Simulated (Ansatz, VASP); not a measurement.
One calculation of SiC, two programs

Contents of INCAR:

```
PREC = Accurate ; ENCUT = 520
EDIFF = 1E-7 ; ISMEAR = -1
SIGMA = 0.02 ; LREAL = F
LASPH = T ; NELM = 100
ALGO = Normal ; ISIF = 2
LWAVE = F ; LCHARG = F
GGA = PE ; NBANDS = 16
```

KPOINTS

```
regular mesh
0
Gamma
  10 10 10
```

File POSCAR:

```
SiC
1.0
    1.5415877839      0.8900361220      5.3212273301
   -1.5415877839      0.8900361220      5.3212273301
    0.0000000000     -1.7800722440      5.3212273301
C Si
2 2
Direct
    0.4491910689      0.4491910689      0.4491910689
    0.5508089311      0.5508089311      0.5508089311
    0.9254740589      0.9254740589      0.9254740589
    0.0745259411      0.0745259411      0.0745259411
```

Input for Ansatz:

```yaml
crystal:
  lattice:
    - [1.5415877839, 0.890036122, 5.3212273301]
    - [-1.5415877839, 0.890036122, 5.3212273301]
    - [0.0, -1.780072244, 5.3212273301]
  atoms:
    - { symbol: C, position: [0.4491910689, 0.4491910689, 0.4491910689] }
    - { symbol: Si, position: [0.9254740589, 0.9254740589, 0.9254740589] }
    - { symbol: Si, position: [0.0745259411, 0.0745259411, 0.0745259411] }
    - { symbol: C, position: [0.5508089311, 0.5508089311, 0.5508089311] }
kpoints:
  mp_grid: { grid: [10, 10, 10] }
  band_path:
    path:
      - [[0.0, 0.0, 0.0], [0.5, 0.5, 0.5], [0.8146824081239, 0.1853175918761, 0.5]]
      - [[0.5, -0.1853175918761, 0.1853175918761], [0.5, -2.020971712654e-16, -1.386603383722e-16], [0.0, 0.0, 0.0], [0.3426587959381, -0.3426587959381, -5.859434258679e-17]]
      - [[0.6573412040619, -1.126648787969e-16, 0.3426587959381], [0.5, -1.16616354913e-17, 0.5], [0.0, 0.0, 0.0]]
    npoints: 10
hamiltonian:
  xc: pbe
scf:
  occupations: { method: fermi_dirac, width: 0.02 }
  n_extra_bands: 5
output:
  forces: true
  stress: true
  eigenvalues: true
  write_density: true
  write_potential: true
  elf: true
  volumetric_format: npy
```

Alike in both runs: task single point; functional PBE; k mesh 10 × 10 × 10; occupations fermi-dirac, width 0.02 eV; no spin polarisation.

|  | VASP | Ansatz |
| --- | --- | --- |
| version | VASP 6.6.1 | Ansatz 0.2.0 |
| potentials or method | VASP PAW PBE potentials, release 64 (C, Si) | plane waves, PAW |
| plane-wave cutoff (eV) | 520 | 420 |
| valence electrons in the cell | 16 | 16 |

Ansatz gave:

```
pressure (GPa)                     : 2.6
rms of the force components (eV/Å) : 0.114
```

Problem. Estimate VASP's values.

Solution. Pressure (GPa): 2.5; rms of the force components (eV/Å): 0.109.
